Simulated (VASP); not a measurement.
Here is a VASP 6.6.1 calculation.

The input INCAR:

```
  PREC = Accurate
  ENCUT = 600
  EDIFF = 1E-7
  ISMEAR = 0
  SIGMA = 0.1
  LREAL = False
  LASPH = True
  NELM = 150
  ALGO = Normal
  ISIF = 3
  LWAVE = False
  LCHARG = False
  ISPIN = 2
  MAGMOM = 1.41 1.41 0.93 0.93 0.93 0.93 0.93 0.93
  LORBIT = 11
  LMAXMIX = 4
  GGA = PS
  IBRION = 2
  NSW = 90
  EDIFFG = -0.04
```

The input KPOINTS:

```
regular mesh
0
Gamma
  4 4 4
```

Contents of POSCAR:

```
Mn
1.0
    4.7264790206      0.0000000000      0.0000000000
    0.0000000000      4.7264790206      0.0000000000
    0.0000000000      0.0000000000      4.7264790206
Mn
8
Direct
    0.5000000000      0.5000000000      0.5000000000
    0.0000000000      0.0000000000      0.0000000000
    0.2500000000      0.0000000000      0.5000000000
    0.5000000000      0.2500000000      0.0000000000
    0.5000000000      0.7500000000      0.0000000000
    0.7500000000      0.0000000000      0.5000000000
    0.0000000000      0.5000000000      0.7500000000
    0.0000000000      0.5000000000      0.2500000000
```

Potentials or basis: VASP PAW PBE potentials, release 64 (Mn_pv).

Command:

```bash
$ cat potpaw_PBE.64/Mn_pv/POTCAR > POTCAR
$ mpirun -np 1 vasp_std > vasp.out
```

Question: Predict the relaxed cell.

Answer: a = 4.368 Å, b = 4.368 Å, c = 4.368 Å, α = 90.00°, β = 90.00°, γ = 90.00°.

Question: What does it give for the band gap on the k mesh?

Answer: Zero (filled and empty bands overlap).

Question: What does it give for the space group after relaxing (to 0.05 Å)?

Answer: Pm-3n (No. 223).

The path:
| step | energy change (eV) | largest force (eV/Å) | pressure (GPa) | volume (Å³) |
| --- | --- | --- | --- | --- |
| 1 | 0.0000 | 0.0000 | -38.55 | 105.59 |
| 2 | 3.5993 | 0.0000 | 146.27 | 64.11 |
| 3 | -3.2844 | 0.0000 | -5.57 | 84.90 |
| 4 | -3.3096 | 0.0000 | -1.80 | 83.81 |
| 5 | -3.3123 | 0.0000 | 0.07 | 83.32 |

Caveat: the volume moved by over 15 % at a fixed basis, so the end points are rough; the PAW data sets were made with another functional, which shifts forces and pressure a little.
